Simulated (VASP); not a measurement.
Runs of VASP 6.6.1 on AlN. The structure is that of space group P6_3mc (No. 186), or close to it. The cells are those of the table. 

```tsv
cell	gap on the mesh (eV)	pressure (GPa)	largest force (eV/Å)
a = 3.189, b = 3.189, c = 4.729 Å, angles 90.0, 90.0, 120.0°, 4 atoms	3.97	4.5	0.99
a = 3.033, b = 3.033, c = 5.102 Å, angles 90.0, 90.0, 120.0°, 4 atoms	(b)	11.0	(d)
a = 3.033, b = 3.033, c = 4.978 Å, angles 90.0, 90.0, 120.0°, 4 atoms	4.68	16.1	0.52
a = 3.267, b = 3.267, c = 4.729 Å, angles 90.0, 90.0, 120.0°, 4 atoms	3.52	-4.0	1.19
a = 2.955, b = 2.955, c = 4.729 Å, angles 90.0, 90.0, 120.0°, 4 atoms	5.08	47.1	0.19
a = 3.033, b = 3.033, c = 5.227 Å, angles 90.0, 90.0, 120.0°, 4 atoms	4.19	6.7	0.79
a = 3.111, b = 3.111, c = 4.854 Å, angles 90.0, 90.0, 120.0°, 4 atoms	(a)	9.1	0.18
a = 2.955, b = 2.955, c = 4.854 Å, angles 90.0, 90.0, 120.0°, 4 atoms	5.08	38.9	0.68
a = 3.033, b = 3.033, c = 4.729 Å, angles 90.0, 90.0, 120.0°, 4 atoms	5.01	29.4	0.33
a = 3.267, b = 3.267, c = 5.102 Å, angles 90.0, 90.0, 120.0°, 4 atoms	3.08	-16.5	(c)
a = 3.189, b = 3.189, c = 5.102 Å, angles 90.0, 90.0, 120.0°, 4 atoms	3.53	-9.6	0.18
a = 2.955, b = 2.955, c = 5.102 Å, angles 90.0, 90.0, 120.0°, 4 atoms	4.84	26.0	1.16
```

Alike in all rows: task single point; level PBE; potentials or basis VASP PAW PBE potentials, release 64 (Al, N); no spin polarisation; k mesh 9 × 9 × 6; cutoff (eV) 520; smearing gaussian 0.05 eV.

Fill in the values left out.

(a) 4.32; (b) 4.48; (c) 0.04; (d) 0.71.

Caveats: forces of over 1 eV/Å act on the atoms, so gaps and moduli don't describe the material at rest (some runs).

A k mesh can miss the band edges.
